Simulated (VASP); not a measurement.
B: relaxation of cell and atoms with r2SCAN

Crystal: B.

```
CELL_PARAMETERS angstrom
2.10059 0.00000 0.00000
-1.05030 1.81917 0.00000
0.00000 0.00000 3.43027
ATOMIC_POSITIONS crystal
B 0.33333 0.66667 0.25000
B 0.66667 0.33333 0.75000
```

This isn't the form of B at room conditions, which is rhombohedral.

| Property | Result |
| --- | --- |
| Program | VASP 6.6.1 |
| Task | relaxation of cell and atoms |
| Functional | r2SCAN |
| Potentials or basis | VASP PAW PBE potentials, release 64 (B_h) |
| Cutoff | 1350 eV |
| k mesh | 17 × 17 × 9 |
| Occupations | fermi-dirac, width 0.1 eV |
| Spin | no spin polarisation |
| Dipole correction | no |
| Further INCAR settings | ALGO = Normal; EDIFF = 1e-07; IBRION = 2; EDIFFG = -0.01; NSW = 80; ISIF = 3 |

| Property | Result |
| --- | --- |
| Relaxed volume | 8.19 Å³/atom |
| Relaxed cell | a = 1.707 Å, b = 1.707 Å, c = 6.488 Å, α = 90.00°, β = 90.00°, γ = 120.00° |
| Space group after relaxing (to 0.1 Å) | P6_3/mmc (No. 194) |
| Pressure after relaxing | -0.2 GPa |
| Band gap on the k mesh | zero (bands 3 and 4 overlap by 10.84 eV) |

Final structure:
```
B
1.0
     1.70741    0.00000    0.00000
    -0.85371    1.47866    0.00000
     0.00000    0.00000    6.48830
B
2
Direct
  0.33333 0.66667 0.25000
  0.66667 0.33333 0.75000
```

Levels at points of the mesh, in eV from the Fermi level:
```
           k point  band 1  band 2  band 3  band 4  band 5  band 6  band 7
(0.00, 0.00, 0.00)  -18.45  -17.71   -9.61   -6.17    3.72   13.60   19.04
```

Run time: 49 min on 1 thread of Intel(R) Xeon(R) 6975P-C (Granite Rapids) (shared host), peak memory 0.21 GiB.

Caveat: the volume moved by over 15 % at a fixed basis, so the end points are rough; the PAW data sets were made with another functional, which shifts forces and pressure a little.
